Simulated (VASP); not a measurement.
Set up this calculation in VASP 6.6.1, as the native input.

```
Task                   : electric field gradients
Functional             : LDA
Potentials or basis    : VASP PAW LDA potentials, release 64 (Sb, Au)
Cutoff                 : 520 eV
k mesh                 : 10 × 10 × 10
Occupations            : fermi-dirac, width 0.05 eV
Spin                   : no spin polarisation
Dipole correction      : no
Further INCAR settings : ALGO = Normal; EDIFF = 1e-08; NBANDS = 21
```

The structure of Sb3Au lies in POSCAR:

```
Sb3Au
1.0
   -3.0800045876      3.0800045876      3.0800045876
    3.0800045876     -3.0800045876      3.0800045876
    3.0800045876      3.0800045876     -3.0800045876
Sb Au
3 1
Direct
    0.0000000000      0.5000000000      0.5000000000
    0.5000000000      0.0000000000      0.5000000000
    0.5000000000      0.5000000000      0.0000000000
    0.0000000000      0.0000000000      0.0000000000
```

These files were run (other wordings do the same):

INCAR

```
SYSTEM = Sb3Au
  ALGO = Normal
  EDIFF = 1E-8
  ENCUT = 520
  ISIF = 2
  ISMEAR = -1
  LASPH = .TRUE.
  LCHARG = .FALSE.
  LEFG = .TRUE.
  LREAL = .FALSE.
  LWAVE = .FALSE.
  NBANDS = 21
  NELM = 60
  PREC = Accurate
  SIGMA = 0.05
```

KPOINTS

```
k-points
0
G
  10 10 10
  0 0 0
```

Potentials or basis: VASP PAW LDA potentials, release 64 (Sb, Au).

Run with:

```bash
$ cat potpaw_LDA.64/Sb/POTCAR potpaw_LDA.64/Au/POTCAR > POTCAR
$ mpirun -np 1 vasp_std > vasp.out
```

It gave:

```json
{"Pressure": "-9.2 GPa", "Band gap on the k mesh": "zero (bands 13 and 14 overlap by 2.53 eV)", "Largest electric field gradient by atom": "Sb -4.6; Au -0.0 V/Å²"}
```

Caveat: the cell stands under tension; without QUAD_EFG the Cq values of the log hold for a quadrupole moment of 1 mb, not for the nuclei; spin-orbit coupling is left out, which moves the levels of the heavy elements.

Run time: 2.3 min on 1 thread of Intel(R) Xeon(R) Platinum 8488C (Sapphire Rapids), on a shared host, peak memory 0.26 GiB.
